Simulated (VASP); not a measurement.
# CoH (Pm-3m) in VASP: a series of runs, part 2 of 2

VASP 6.6.1. The steps go on from the part before.

### 3 Relaxation of cell and atoms, LDA, collinear spin, ferromagnetic start, target pressure 15 GPa, at which the enthalpy is minimised

INCAR

```
SYSTEM = CoH
PREC = Accurate ; ENCUT = 600
EDIFF = 1E-6 ; ISMEAR = -1
SIGMA = 0.1 ; LREAL = .False.
LASPH = .True. ; NELM = 150
ALGO = Normal ; ISIF = 3
LWAVE = .False. ; LCHARG = .False.
ISPIN = 2 ; MAGMOM = 2.5 0
LORBIT = 11 ; LMAXMIX = 4
GGA = CA ; IBRION = 2
NSW = 60 ; EDIFFG = -0.02
PSTRESS = 150.0
```

KPOINTS

```
regular mesh
0
Gamma
  10 10 10
  0 0 0
```

POSCAR

```
CoH
1.0
    2.2700000000      0.0000000000      0.0000000000
    0.0000000000      2.2700000000      0.0000000000
    0.0000000000      0.0000000000      2.2700000000
Co H
1 1
Direct
    0.0000000000      0.0000000000      0.0000000000
    0.5000000000      0.5000000000      0.5000000000
```

Potentials or basis: VASP PAW LDA potentials, release 64 (Co, H).

On the command line:

```console
cat potpaw_LDA.64/Co/POTCAR potpaw_LDA.64/H/POTCAR > POTCAR
mpirun -np 1 vasp_std > vasp.out
```

OUTCAR:

```text
SYSTEM = CoH
   PREC = Accurate
   ENCUT = 600
   EDIFF = 1E-6
   ISMEAR = -1
   LREAL = .False.
   LASPH = .True.
   NELM = 150
   ISIF = 3
   ISPIN = 2
   LORBIT = 11
   GGA = CA
   IBRION = 2
   NSW = 60
   EDIFFG = -0.02
   PSTRESS = 150.0

 ion  position               nearest neighbor table
   1  0.000  0.000  0.000-   2 1.97   2 1.97   2 1.97   2 1.97   2 1.97   2 1.97   2 1.97   2 1.97

   2  0.500  0.500  0.500-   1 1.97   1 1.97   1 1.97   1 1.97   1 1.97   1 1.97   1 1.97   1 1.97

  LATTYP: Found a simple cubic cell.
 ALAT       =     2.2700000000

  Lattice vectors:

 A1 = (   2.2700000000,   0.0000000000,   0.0000000000)
 A2 = (   0.0000000000,   2.2700000000,   0.0000000000)
 A3 = (   0.0000000000,   0.0000000000,   2.2700000000)

Analysis of symmetry for initial positions (statically):
[... 291 lines left out ...]
      6      10.5351      0.92034
      7      25.3386      0.00000
      8      27.6393      0.00000
      9      27.6393      0.00000
     10      27.6393      0.00000
[... 287 lines left out ...]
 k-point    24 :       0.3000    0.1000    0.1000
  band No.  band energies     occupation
      1       0.7964      1.00000
      2       7.1036      1.00000
      3       7.2131      1.00000
      4       9.3192      1.00000
      5       9.6085      0.99999
      6      10.3373      0.98816
      7      16.7801      0.00000
      8      24.7842      0.00000
      9      27.9389      0.00000
     10      34.8783      0.00000

 [... further k-points ...]

 spin component 2

 k-point     1 :       0.0000    0.0000    0.0000
  band No.  band energies     occupation
      1      -1.9928      1.00000
      2       7.0095      1.00000
      3       7.0095      1.00000
      4      11.4896      0.00083
      5      11.4896      0.00083
      6      11.4896      0.00083
      7      25.4359      0.00000
      8      27.8162      0.00000
      9      27.8162      0.00000
     10      27.8162      0.00000
[... 332 lines left out ...]
  energy  without entropy=      -10.7135764128  energy(sigma->0) =      -10.74753205

  enthalpy is  TOTEN    =        -9.6578833252 eV   P V=        1.1236043547

 reached required accuracy - stopping structural energy minimisation

 total charge

# of ion       s       p       d       tot
------------------------------------------
    1        0.492   0.551   7.569   8.612
    2        0.439   0.037   0.000   0.476
--------------------------------------------------
tot          0.931   0.588   7.569   9.089

 magnetization (x)

# of ion       s       p       d       tot
------------------------------------------
    1        0.002   0.013   0.849   0.864
    2       -0.004  -0.001   0.000  -0.005
--------------------------------------------------
tot         -0.003   0.012   0.849   0.859
```

OSZICAR:

```text
N       E                     dE             d eps       ncg     rms          rms(c)
DAV:   1     0.305536621020E+02    0.30554E+02   -0.51242E+03  2256   0.137E+03
DAV:   2    -0.105253228679E+02   -0.41079E+02   -0.39388E+02  2276   0.190E+02
[... 24 lines left out ...]
DAV:   2    -0.107886611522E+02    0.14500E-01   -0.26450E-01  2406   0.809E+00    0.607E-01
DAV:   3    -0.107821651779E+02    0.64960E-02   -0.42162E-02  2404   0.335E+00    0.255E-01
DAV:   4    -0.107816621763E+02    0.50300E-03   -0.25884E-04  2386   0.158E-01    0.118E-01
DAV:   5    -0.107814849020E+02    0.17727E-03   -0.23134E-04  3046   0.125E-01    0.213E-02
DAV:   6    -0.107814871880E+02   -0.22859E-05   -0.59979E-06  2524   0.268E-02    0.100E-02
DAV:   7    -0.107814876799E+02   -0.49190E-06   -0.80096E-07  1186   0.150E-02
   3 F= -.96578833E+01 E0= -.96239277E+01  d E =-.704629E-02  mag=     0.8687
```

It took 18 s on 1 thread of Intel Xeon Platinum 8488C (Sapphire Rapids), shared host; peak memory 0.13 GiB.

Results:

* Free energy: -10.7815 eV
* Relaxed volume: 6.00 Å³/atom
* Relaxed cell: a = 2.290 Å, b = 2.290 Å, c = 2.290 Å, α = 90.00°, β = 90.00°, γ = 90.00°
* Space group after relaxing (to 0.1 Å): Pm-3m (No. 221)
* Energy change on relaxing (the run minimises the enthalpy): -17.8 meV/atom
* Ionic steps: 3
* Pressure after relaxing: 15.0 GPa
* Net moment: 0.87 μB per cell
* Site moments: Co +0.86; H -0.01 μB
* Valence electrons inside the program's atomic spheres: Co 8.61; H 0.48

The path:
```
step  energy change (eV)  largest force (eV/Å)  pressure (GPa)  volume (Å³)
   1              0.0000                0.0000           22.54        11.70
   2             -0.0492                0.0000           11.16        12.17
   3             -0.0355                0.0000           14.98        12.00
```

Final structure:
```
CELL_PARAMETERS angstrom
2.28952 0.00000 0.00000
0.00000 2.28952 0.00000
0.00000 0.00000 2.28952
ATOMIC_POSITIONS crystal
Co 0.00000 0.00000 0.00000
H 0.50000 0.50000 0.50000
```

Caveat: the cell is relaxed towards a set pressure, so the run minimises the enthalpy, not the energy.

### 4 Relaxation of cell and atoms, LDA, collinear spin, ferromagnetic start, target pressure 30 GPa, at which the enthalpy is minimised

INCAR

```
SYSTEM = CoH
  PREC = Accurate
  ENCUT = 600
  EDIFF = 1E-6
  ISMEAR = -1
  SIGMA = 0.1
  LREAL = .False.
  LASPH = .True.
  NELM = 150
  ALGO = Normal
  ISIF = 3
  LWAVE = .False.
  LCHARG = .False.
  ISPIN = 2
  MAGMOM = 2.5 0
  LORBIT = 11
  LMAXMIX = 4
  GGA = CA
  IBRION = 2
  NSW = 60
  EDIFFG = -0.02
  PSTRESS = 300.0
```

KPOINTS

```
Automatic mesh
0
Gamma
  10 10 10
  0 0 0
```

POSCAR is that of step 3.

On the command line:

```console
cat potpaw_LDA.64/Co/POTCAR potpaw_LDA.64/H/POTCAR > POTCAR
mpirun -np 1 vasp_std > vasp.out
```

Wall time 47 s (1 thread of Intel Xeon Platinum 8488C (Sapphire Rapids), shared host); peak memory 0.14 GiB.

It converged, with:

- Free energy: -10.7012 eV
- Relaxed volume: 5.71 Å³/atom
- Relaxed cell: a = 2.252 Å, b = 2.252 Å, c = 2.252 Å, α = 90.00°, β = 90.00°, γ = 90.00°
- Space group after relaxing (to 0.1 Å): Pm-3m (No. 221)
- Energy change on relaxing (the run minimises the enthalpy): +22.4 meV/atom
- Ionic steps: 3
- Pressure after relaxing: 29.6 GPa
- Net moment: 0.54 μB per cell
- Site moments: Co +0.55; H -0.00 μB
- Valence electrons inside the program's atomic spheres: Co 8.73; H 0.49

Step by step:
| step | energy change (eV) | largest force (eV/Å) | pressure (GPa) | volume (Å³) |
| --- | --- | --- | --- | --- |
| 1 | 0.0000 | 0.0000 | 22.54 | 11.70 |
| 2 | 0.0816 | 0.0000 | 34.56 | 11.24 |
| 3 | 0.0447 | 0.0000 | 29.58 | 11.43 |

Final structure:
```xyz
2
Lattice="2.2524 0.0000 0.0000 0.0000 2.2524 0.0000 0.0000 0.0000 2.2524" Properties=species:S:1:pos:R:3 pbc="T T T"
Co    0.0000    0.0000    0.0000
H     1.1262    1.1262    1.1262
```

Levels at points of the mesh, in eV from the Fermi level:
Spin up:
| k point | band 3 | band 4 | band 5 | band 6 | band 7 | band 8 |
| --- | --- | --- | --- | --- | --- | --- |
| (0.00, 0.00, 0.00) | -4.44 | 0.02 | 0.02 | 0.02 | 15.35 | 17.43 |
| (0.50, 0.00, 0.00) | -3.78 | -1.59 | -1.59 | 0.17 | 3.96 | 17.69 |
| (0.50, 0.50, 0.00) | -1.19 | -1.19 | 1.14 | 3.17 | 3.17 | 4.14 |
| (0.50, 0.50, 0.50) | -4.60 | -0.26 | 1.22 | 1.22 | 11.67 | 11.67 |
Spin down:
```csv
k point,band 1,band 2,band 3,band 4,band 5,band 6,band 7,band 8,band 9,band 10
"(0.00, 0.00, 0.00)",-13.21,-4.10,-4.10,0.63,0.63,0.63,15.41,17.54,17.54,17.54
"(0.50, 0.00, 0.00)",-7.88,-5.27,-3.42,-1.04,-1.04,0.78,4.30,17.76,22.35,26.75
"(0.50, 0.50, 0.00)",-8.10,-3.03,-0.62,-0.62,1.59,3.27,3.27,4.50,12.69,27.79
"(0.50, 0.50, 0.50)",-4.19,-4.19,-4.19,-0.27,1.67,1.67,11.82,11.82,11.82,15.92
```

Caveat: the cell is relaxed towards a set pressure, so the run minimises the enthalpy, not the energy.

### 5 Relaxation of cell and atoms, LDA, collinear spin, ferromagnetic start, target pressure 45 GPa, at which the enthalpy is minimised

INCAR

```
SYSTEM = CoH
PREC = Accurate ; ENCUT = 600
EDIFF = 1E-6 ; ISMEAR = -1
SIGMA = 0.1 ; LREAL = .FALSE.
LASPH = .TRUE. ; NELM = 150
ALGO = Normal ; ISIF = 3
LWAVE = .FALSE. ; LCHARG = .FALSE.
ISPIN = 2 ; MAGMOM = 2.5 0
LORBIT = 11 ; LMAXMIX = 4
IBRION = 2 ; NSW = 60
EDIFFG = -0.02 ; PSTRESS = 450.0
```

KPOINTS

```
regular mesh
0
G
  10 10 10
  0 0 0
```

POSCAR is that of step 4.

On the command line:

```console
cat potpaw_LDA.64/Co/POTCAR potpaw_LDA.64/H/POTCAR > POTCAR
mpirun -np 1 vasp_std > vasp.out
```

It took 18 s on 1 thread of Intel Xeon Platinum 8488C (Sapphire Rapids), shared host; peak memory 0.14 GiB.

The run converged. Its results:

```
Free energy                                                : -10.5911 eV
Relaxed volume                                             : 5.47 Å³/atom
Relaxed cell                                               : a = 2.220 Å, b = 2.220 Å, c = 2.220 Å, α = 90.00°, β = 90.00°, γ = 90.00°
Space group after relaxing (to 0.1 Å)                      : Pm-3m (No. 221)
Energy change on relaxing (the run minimises the enthalpy) : +77.4 meV/atom
Ionic steps                                                : 3
Pressure after relaxing                                    : 44.7 GPa
Band gap on the k mesh                                     : zero (filled and empty bands overlap)
Net moment                                                 : 0.00 μB per cell
Valence electrons inside the program's atomic spheres      : Co 8.84; H 0.51
```

Step by step:
```csv
step,energy change (eV),largest force (eV/Å),pressure (GPa),volume (Å³)
1,0.0000,0.0000,22.54,11.70
2,0.3590,0.0000,70.20,10.36
3,0.1548,0.0000,44.67,10.94
```

Final structure:
```cif
data_structure
_symmetry_space_group_name_H-M 'P 1'
_symmetry_Int_Tables_number 1
_cell_length_a 2.2198
_cell_length_b 2.2198
_cell_length_c 2.2198
_cell_angle_alpha 90.000
_cell_angle_beta 90.000
_cell_angle_gamma 90.000
_cell_volume 10.94
loop_
_atom_site_label
_atom_site_type_symbol
_atom_site_fract_x
_atom_site_fract_y
_atom_site_fract_z
_atom_site_occupancy
Co1 Co 0.00000 0.00000 0.00000 1
H1 H 0.50000 0.50000 0.50000 1
```

Levels at points of the mesh, in eV from the Fermi level:
Spin up:
| k point | band 2 | band 3 | band 4 | band 5 | band 6 | band 7 | band 8 | band 9 |
| --- | --- | --- | --- | --- | --- | --- | --- | --- |
| (0.00, 0.00, 0.00) | -4.51 | -4.51 | 0.38 | 0.38 | 0.38 | 16.06 | 17.95 | 17.95 |
| (0.50, 0.00, 0.00) | -5.56 | -3.79 | -1.38 | -1.38 | 0.53 | 4.40 | 18.36 | 22.66 |
| (0.50, 0.50, 0.00) | -3.34 | -0.94 | -0.94 | 1.48 | 3.31 | 3.31 | 4.54 | 13.22 |
| (0.50, 0.50, 0.50) | -4.66 | -4.66 | -0.34 | 1.57 | 1.57 | 12.21 | 12.21 | 12.21 |
Spin down:
```csv
k point,band 3,band 4,band 5,band 6,band 7,band 8
"(0.00, 0.00, 0.00)",-4.51,0.38,0.38,0.38,16.06,17.95
"(0.50, 0.00, 0.00)",-3.79,-1.38,-1.38,0.53,4.40,18.36
"(0.50, 0.50, 0.00)",-0.94,-0.94,1.48,3.31,3.31,4.54
"(0.50, 0.50, 0.50)",-4.66,-0.34,1.57,1.57,12.21,12.21
```

Caveat: the cell is relaxed towards a set pressure, so the run minimises the enthalpy, not the energy; the moments typed at the start vanished in this run.

### 6 Summary

```csv
cell,gap on the mesh (eV),pressure (GPa),moment (μB)
relaxed,none,0.0,1.01
relaxed to 15 GPa,none,15.0,0.87
relaxed to 30 GPa,none,29.6,0.54
```

Alike in all rows: task relaxation of cell and atoms; level LDA; potentials or basis VASP PAW LDA potentials, release 64 (Co, H); spin collinear, ferromagnetic start; k mesh 10 × 10 × 10; cutoff (eV) 600; smearing fermi-dirac 0.1 eV.

Caveats: the cell is relaxed towards a set pressure, so the run minimises the enthalpy, not the energy (at least some runs).

Absolute energies hang on the potentials; compare differences alone.
